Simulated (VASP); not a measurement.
A run of VASP 6.6.1 is set up as follows.

File INCAR:

```
GGA = PS
ISMEAR = 1
SIGMA = 0.1
LWAVE = False
LCHARG = False
NBANDS = 19
PREC = Accurate
LASPH = True
LREAL = False
ALGO = Normal
EDIFF = 1E-6
NELM = 120
GGA_COMPAT = False
ENCUT = 300
```

The input KPOINTS:

```
Automatic mesh
0
Gamma
  9 9 9
  0 0 0
```

File KPOINTS_OPT:

```
path GXWKGLUWLK,UX
12
line-mode
reciprocal
 0.0000000000  0.0000000000  0.0000000000  G
 0.5000000000  0.0000000000  0.5000000000  X

 0.5000000000  0.0000000000  0.5000000000  X
 0.5000000000  0.2500000000  0.7500000000  W

 0.5000000000  0.2500000000  0.7500000000  W
 0.3750000000  0.3750000000  0.7500000000  K

 0.3750000000  0.3750000000  0.7500000000  K
 0.0000000000  0.0000000000  0.0000000000  G

 0.0000000000  0.0000000000  0.0000000000  G
 0.5000000000  0.5000000000  0.5000000000  L

 0.5000000000  0.5000000000  0.5000000000  L
 0.6250000000  0.2500000000  0.6250000000  U

 0.6250000000  0.2500000000  0.6250000000  U
 0.5000000000  0.2500000000  0.7500000000  W

 0.5000000000  0.2500000000  0.7500000000  W
 0.5000000000  0.5000000000  0.5000000000  L

 0.5000000000  0.5000000000  0.5000000000  L
 0.3750000000  0.3750000000  0.7500000000  K

 0.6250000000  0.2500000000  0.6250000000  U
 0.5000000000  0.0000000000  0.5000000000  X
```

The input POSCAR:

```
Ca
1.0
    0.0000000000      2.7942000000      2.7942000000
    2.7942000000      0.0000000000      2.7942000000
    2.7942000000      2.7942000000      0.0000000000
Ca
1
Direct
    0.0000000000      0.0000000000      0.0000000000
```

Potentials or basis: VASP PAW PBE potentials, release 64 (Ca_sv).

Launch:

```console
$ cat potpaw_PBE.64/Ca_sv/POTCAR > POTCAR
$ mpirun -np 1 vasp_std > vasp.out
```

(1) Estimate the band gap along the path.

## Answers

(1) zero within the smearing.
